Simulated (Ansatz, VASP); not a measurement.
## CdTe: VASP beside Ansatz

POSCAR

```
CdTe
1.0
    0.0000000000      3.2799012461      3.2799012461
    3.2799012461      0.0000000000      3.2799012461
    3.2799012461      3.2799012461      0.0000000000
Cd Te
1 1
Direct
    0.0000000000      0.0000000000      0.0000000000
    0.2500000000      0.2500000000      0.2500000000
```

File INCAR.step1:

```
SYSTEM = CdTe
ALGO = Normal
EDIFF = 1E-4
ENCUT = 520
GGA = PE
ISMEAR = 0
LASPH = .True.
LCHARG = .False.
LREAL = .False.
LWAVE = .True.
NBANDS = 16
NELM = 60
PREC = Accurate
SIGMA = 0.01
```

File INCAR.step2:

```
SYSTEM = CdTe
ALGO = Normal
EDIFF = 1E-6
ENCUT = 520
ISIF = 2
ISMEAR = 0
ISTART = 1
LASPH = .True.
LCHARG = .True.
LELF = .True.
LMIXTAU = .True.
LREAL = .False.
LVHAR = .True.
LWAVE = .False.
METAGGA = R2SCAN
NBANDS = 16
NELM = 60
PREC = Accurate
SIGMA = 0.01
```

Contents of KPOINTS:

```
k-points
0
Gamma
  6 6 6
  0 0 0
```

Input for Ansatz:

```yaml
crystal:
  lattice:
    - [0.0, 3.2799012461, 3.2799012461]
    - [3.2799012461, 0.0, 3.2799012461]
    - [3.2799012461, 3.2799012461, 0.0]
  atoms:
    - { symbol: Cd, position: [0.0, 0.0, 0.0] }
    - { symbol: Te, position: [0.25, 0.25, 0.25] }
kpoints:
  mp_grid: { grid: [6, 6, 6] }
  band_path:
    path:
      - [0.0, 0.0, 0.0]
      - [-0.5, -0.5, 0.0]
      - [-0.375, -0.375, 0.25]
      - [-0.375, 0.0, 0.375]
      - [0.0, 0.0, 0.5]
      - [-0.5, -0.25, 0.25]
    npoints: 1
hamiltonian:
  xc: r2scan
scf:
  occupations: { method: fixed }
  n_extra_bands: 4
output:
  forces: true
  stress: true
  eigenvalues: true
```

Alike in both runs: task single point; functional r2SCAN; k mesh 6 × 6 × 6; no spin polarisation.

|  | VASP | Ansatz |
| --- | --- | --- |
| version | VASP 6.6.1 | Ansatz 0.2.0 |
| potentials or method | VASP PAW PBE potentials, release 64 (Cd, Te) | plane waves, PAW |
| plane-wave cutoff (eV) | 520 | 500 |
| occupations | gaussian, width 0.01 eV | fixed |
| valence electrons in the cell | 18 | 36 |

```tsv
	VASP	Ansatz	Ansatz less VASP
gap on the k mesh at the Fermi level (eV)	1.15	1.16	+0.007
pressure (GPa)	0.1	0.0	-0.11
```

VASP's potentials were made for PBE, not for r2SCAN. VASP's potentials hold 18 valence electrons a cell and Ansatz's 36, so a difference there can come from the potentials and not from the codes.

Spin-orbit coupling is off throughout.
